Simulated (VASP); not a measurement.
# ZnSe (I-4m2) in VASP: further runs

ZnSe is run at these levels: LDA; tasks: single point.

All numbers are computed with VASP 6.6.1; they aren't measurements. Logs are shortened: lines on timing, memory, paths and dates and some standing lists are left out, and cuts for length are marked.

## Step 1: The cell of the first run

Symmetry: I-4m2, No. 119, tetragonal system. Conventional cell: a = 4.354 Å, b = 4.354 Å, c = 4.802 Å, α = 90.00°, β = 90.00°, γ = 90.00°. Zn (site symmetry -4m2) has 4 Se at 2.49 Å within 3.3 Å. Se (site symmetry -4m2) has 4 Zn at 2.49 Å within 3.3 Å.

## Step 2: Single point, LDA

INCAR

```
ALGO = Normal
EDIFF = 1E-6
ENCUT = 520
GGA = CA
ISIF = 2
ISMEAR = 0
LASPH = True
LCHARG = False
LREAL = False
LWAVE = False
NBANDS = 16
NELM = 80
PREC = Accurate
SIGMA = 0.05
```

KPOINTS

```
k-points
0
Gamma
  10 10 10
```

POSCAR

```
ZnSe
1.0
    0.0000000000      3.0784893942      2.4012217275
    3.0784893942      0.0000000000      2.4012217275
    3.0784893942      3.0784893942      0.0000000000
Zn Se
1 1
Direct
    0.0000000000      0.0000000000      0.0000000000
    0.7500000000      0.7500000000      0.7500000000
```

Potentials or basis: VASP PAW LDA potentials, release 64 (Zn, Se).

Command:

```console
> cat potpaw_LDA.64/Zn/POTCAR potpaw_LDA.64/Se/POTCAR > POTCAR
> mpirun -np 1 vasp_std > vasp.out
```

OUTCAR:

```text
EDIFF = 1E-6
   ENCUT = 520
   GGA = CA
   ISIF = 2
   ISMEAR = 0
   LASPH = True
   LREAL = False
   NELM = 80
   PREC = Accurate

 ion  position               nearest neighbor table
   1  0.000  0.000  0.000-   2 2.49   2 2.49   2 2.49   2 2.49
   2  0.750  0.750  0.750-   1 2.49   1 2.49   1 2.49   1 2.49

  LATTYP: Found a body centered tetragonal cell.
 ALAT       =     4.3536414529
 C/A-ratio  =     1.1030865787

  Lattice vectors:

 A1 = (   0.0000000000,  -3.0784893942,  -2.4012217275)
 A2 = (   0.0000000000,   3.0784893942,  -2.4012217275)
 A3 = (   3.0784893942,   0.0000000000,   2.4012217275)

Analysis of symmetry for initial positions (statically):
=====================================================================
 Subroutine PRICEL returns:
 Original cell was already a primitive cell.

 Routine SETGRP: Setting up the symmetry group for a
 body centered tetragonal supercell.

 Subroutine GETGRP returns: Found  8 space group operations
 (whereof  8 operations were pure point group operations)
 out of a pool of 16 trial point group operations.

The static configuration has the point symmetry D_2d.

Analysis of symmetry for dynamics (positions and initial velocities):
=====================================================================
 Subroutine PRICEL returns:
 Original cell was already a primitive cell.

 Routine SETGRP: Setting up the symmetry group for a
 body centered tetragonal supercell.

 Subroutine GETGRP returns: Found  8 space group operations
 (whereof  8 operations were pure point group operations)
 out of a pool of 16 trial point group operations.

The dynamic configuration has the point symmetry D_2d.

 Subroutine INISYM returns: Found  8 space group operations
 (whereof  8 operations are pure point group operations),
 and found     1 'primitive' translations

----------------------------------------------------------------------------------------

                                     Primitive cell

  volume of cell :      45.5132

  direct lattice vectors                    reciprocal lattice vectors
     0.000000000  3.078489394  2.401221727    -0.162417321  0.162417321  0.208227335
     3.078489394  0.000000000  2.401221727     0.162417321 -0.162417321  0.208227335
     3.078489394  3.078489394  0.000000000     0.162417321  0.162417321 -0.208227335

  length of vectors
     3.904223705  3.904223705  4.353641453     0.310028055  0.310028055  0.310028055

  position of ions in fractional coordinates (direct lattice)
     0.000000000  0.000000000  0.000000000
     0.750000000  0.750000000  0.750000000

  ion indices of the primitive-cell ions
   primitive index   ion index
                 1           1
                 2           2

----------------------------------------------------------------------------------------

 KPOINTS: k-points

Automatic generation of k-mesh.
 Grid dimensions read from file:
 generate k-points for:   10   10   10

 Generating k-lattice:

  Cartesian coordinates                     Fractional coordinates (reciprocal lattice)
    -0.016241732  0.016241732  0.020822733     0.100000000  0.000000000  0.000000000
     0.016241732 -0.016241732  0.020822733     0.000000000  0.100000000  0.000000000
     0.016241732  0.016241732 -0.020822733     0.000000000  0.000000000  0.100000000

  Length of vectors
     0.031002806  0.031002806  0.031002806

  Shift w.r.t. Gamma in fractional coordinates (k-lattice)
     0.000000000  0.000000000  0.000000000

 Subroutine IBZKPT returns following result:
 ===========================================

 Found    102 irreducible k-points:

 Following reciprocal coordinates:
            Coordinates               Weight
  0.000000  0.000000  0.000000      1.000000
  0.100000 -0.000000  0.000000      8.000000
  0.200000 -0.000000  0.000000      8.000000
  0.300000 -0.000000  0.000000      8.000000
  0.400000 -0.000000  0.000000      8.000000
  0.500000 -0.000000  0.000000      4.000000
[... 16 lines left out ...]
  0.300000  0.300000  0.000000      2.000000
  0.400000  0.300000  0.000000      8.000000
 [... further k-points ...]
   k-points           NKPTS =    102   k-points in BZ     NKDIM =    102   number of bands    NBANDS=     16
   number of dos      NEDOS =    301   number of ions     NIONS =      2
   total plane-waves  NPLWV =  28800
   dimension x,y,z NGX =    30 NGY =   30 NGZ =   32
   dimension x,y,z NGXF=    60 NGYF=   60 NGZF=   64
   ions per type =               1   1
   NGX,Y,Z   is equivalent  to a cutoff of  12.77, 12.77, 12.22 a.u.
   NGXF,Y,Z  is equivalent  to a cutoff of  25.55, 25.55, 24.44 a.u.
 SYSTEM =  unknown system
   PREC   = accura    normal or accurate (medium, high low for compatibility)
   ISTART =      0    job   : 0-new  1-cont  2-samecut
   ICHARG =      2    charge: 1-file 2-atom 10-const
   ISPIN  =      1    spin polarized calculation?
   LNONCOLLINEAR =      F non collinear calculations
   LSORBIT =      F    spin-orbit coupling
   LASPH  =      T    aspherical Exc in radial PAW
   ENCUT  =  520.0 eV  38.22 Ry    6.18 a.u.   7.26  7.26  8.09*2*pi/ulx,y,z
   NELM   =     80;   NELMIN=  2; NELMDL= -5     # of ELM steps
   EDIFF  = 0.1E-05   stopping-criterion for ELM
   LREAL  =      F    real-space projection
   EDIFFG = 0.1E-04   stopping-criterion for IOM
   NSW    =      0    number of steps for IOM
   IBRION =     -1    ionic relax: 0-MD 1-quasi-New 2-CG
   NFREE  =      0    steps in history (QN), initial steepest desc. (CG)
   ISIF   =      2    stress and relaxation
   ISYM   =      2    0-nonsym 1-usesym 2-fastsym
   POTIM  = 0.5000    time-step for ionic-motion
   TEBEG  =    0.0;   TEEND  =   0.0 temperature during run
   PSTRESS=    0.0 pullay stress
   NELECT =      18.0000    total number of electrons
   NUPDOWN=      -1.0000    fix difference up-down
   EMIN   =  10.00;   EMAX   =-10.00  energy-range for DOS
   EFERMI =   0.00;   METHOD = LEGACY
   ISMEAR =     0;   SIGMA  =   0.05  broadening in eV -4-tet -1-fermi 0-gaus
   EFERMI_NEDOS =   21; number of points for ismear=-14 and -15
   IALGO  =     38    algorithm
   IMIX   =      4    mixing-type and parameters
     AMIX     =   0.40;   BMIX     =  1.00
     AMIX_MAG =   1.60;   BMIX_MAG =  1.00
  volume/ion in A,a.u.               =      22.76       153.57
  Fermi-wavevector in a.u.,A,eV,Ry     =   1.201673  2.270834 19.647073  1.444019
  Thomas-Fermi vector in A             =   2.337476
   LORBIT       =      0    0 simple, 1 ext, 2 COOP (PROOUT), +10 PAW based schemes
   GGA     = CA    functional components
   LHFCALC =     F    Hartree Fock is set to
   AEXX    =    0.0000 exact exchange contribution
   IVDW    =     0    specifies the selected vdW correction
   LEPSILON=     F    determine dielectric tensor
   LRPA    =     F    only Hartree local field effects (RPA)
 non-spin polarized calculation
 Gauss-broadening in eV      SIGMA  =   0.05
  energy-cutoff  :      520.00
  volume of cell :       45.51
 maximum number of plane-waves:      1246
 NGX is ok and might be reduce to    30
   NGX = 15   NGY = 15   NGZ = 17

 number of electron      17.9999993 magnetization

 Free energy of the ion-electron system (eV)
  ---------------------------------------------------
  ext. energy  EPLUGINS =         0.00000000
  ---------------------------------------------------
  free energy    TOTEN  =        -7.17686107 eV

  energy without entropy =       -7.17686107  energy(sigma->0) =       -7.17686107

 E-fermi :   2.0506     XC(G=0):  -9.7448

 val. band max:        1.8383884948   @ k =   0.0000   0.0000   0.0000
 cond. band min:       2.3523690291   @ k =   0.0000   0.0000   0.0000
 fundamental gap:      0.5139805343
 Fermi energy:         2.0505997250

 k-point     1 :       0.0000    0.0000    0.0000
  band No.  band energies     occupation
      1     -11.6838      2.00000
      2      -5.1352      2.00000
      3      -5.1352      2.00000
      4      -5.0650      2.00000
      5      -4.8402      2.00000
      6      -4.8044      2.00000
[... 8 lines left out ...]
     15      11.2515      0.00000
     16      12.8997      0.00000

 k-point     2 :       0.1000   -0.0000    0.0000
  band No.  band energies     occupation
      1     -11.6157      2.00000
      2      -5.1333      2.00000
      3      -5.1296      2.00000
      4      -5.0578      2.00000
      5      -4.8373      2.00000
      6      -4.8058      2.00000
[... 8 lines left out ...]
     15      11.5265      0.00000
     16      12.4086      0.00000

 k-point     3 :       0.2000   -0.0000    0.0000
  band No.  band energies     occupation
      1     -11.4282      2.00000
      2      -5.1232      2.00000
      3      -5.1179      2.00000
      4      -5.0316      2.00000
      5      -4.8256      2.00000
      6      -4.8082      2.00000
[... 8 lines left out ...]
     15      11.2163      0.00000
     16      13.7163      0.00000

 k-point     4 :       0.3000   -0.0000    0.0000
  band No.  band energies     occupation
      1     -11.1752      2.00000
      2      -5.1101      2.00000
      3      -5.0835      2.00000
      4      -4.9839      2.00000
      5      -4.8052      2.00000
      6      -4.8021      2.00000
[... 8 lines left out ...]
     15      12.4309      0.00000
     16      14.3281      0.00000
[... 324 lines left out ...]
 k-point    22 :      -0.2000    0.2000    0.0000
  band No.  band energies     occupation
      1     -11.1461      2.00000
      2      -5.0812      2.00000
      3      -5.0441      2.00000
      4      -4.9767      2.00000
      5      -4.8335      2.00000
      6      -4.8277      2.00000
[... 8 lines left out ...]
     15      12.2880      0.00000
     16      13.1323      0.00000

 k-point    23 :       0.3000    0.3000    0.0000
  band No.  band energies     occupation
      1     -10.8636      2.00000
      2      -5.1151      2.00000
      3      -5.0291      2.00000
      4      -5.0291      2.00000
      5      -4.7747      2.00000
      6      -4.7380      2.00000
[... 8 lines left out ...]
     15      12.8526      0.00000
     16      16.4965      0.00000

 k-point    24 :       0.4000    0.3000    0.0000
  band No.  band energies     occupation
      1     -10.6845      2.00000
      2      -5.1003      2.00000
      3      -5.0010      2.00000
      4      -4.9896      2.00000
      5      -4.7606      2.00000
      6      -4.6616      2.00000
[... 8 lines left out ...]
     15      14.0198      0.00000
     16      16.6441      0.00000

 [... further k-points ...]

------------------------ aborting loop because EDIFF is reached ----------------------------------------

  FORCE on cell =-STRESS in cart. coord.  units (eV):
  Direction    XX          YY          ZZ          XY          YZ          ZX
  --------------------------------------------------------------------------------------
  -------------------------------------------------------------------------------------
  Total       -1.8505322     -1.8505322     -0.0096860      0.0000000      0.0000000      0.0000000
  in kB      -65.1432818    -65.1432818     -0.3409704      0.0000000      0.0000000      0.0000000
  external PRESSURE =     -43.5425114 kB  Pullay stress =       0.0000000 kB

 VOLUME and BASIS-vectors are now :
 -----------------------------------------------------------------------------
  energy-cutoff  :      520.00
  volume of cell :       45.51
      direct lattice vectors                 reciprocal lattice vectors
     0.000000000  3.078489394  2.401221727    -0.162417321  0.162417321  0.208227335
     3.078489394  0.000000000  2.401221727     0.162417321 -0.162417321  0.208227335
     3.078489394  3.078489394  0.000000000     0.162417321  0.162417321 -0.208227335

 POSITION                                       TOTAL-FORCE (eV/Angst)
 -----------------------------------------------------------------------------------
      0.00000      0.00000      0.00000         0.000000      0.000000      0.000000
      4.61773      4.61773      3.60183        -0.000000     -0.000000     -0.000000
 -----------------------------------------------------------------------------------
    total drift:                               -0.000001     -0.000001     -0.000000

  FREE ENERGIE OF THE ION-ELECTRON SYSTEM (eV)
  ---------------------------------------------------
  free  energy   TOTEN  =        -7.1768610706 eV

  energy  without entropy=       -7.1768610706  energy(sigma->0) =       -7.17686107
```

Run time: 1.7 min. Hardware: 1 thread of AMD EPYC 7R13, shared host; peak memory 0.18 GiB.

What came out:

- Free energy: -7.1769 eV
- Pressure: -4.4 GPa
- Band gap on the k mesh: 0.51 eV

Stress tensor (GPa, compression positive):
```
-6.51  0.00  0.00
 0.00 -6.51  0.00
 0.00  0.00 -0.03
```

Caveat: the stress differs along the axes, from -7 to -0 GPa; semilocal functionals underestimate gaps, and a narrow one can read as zero.

(Part 1 of 2 ends here.)
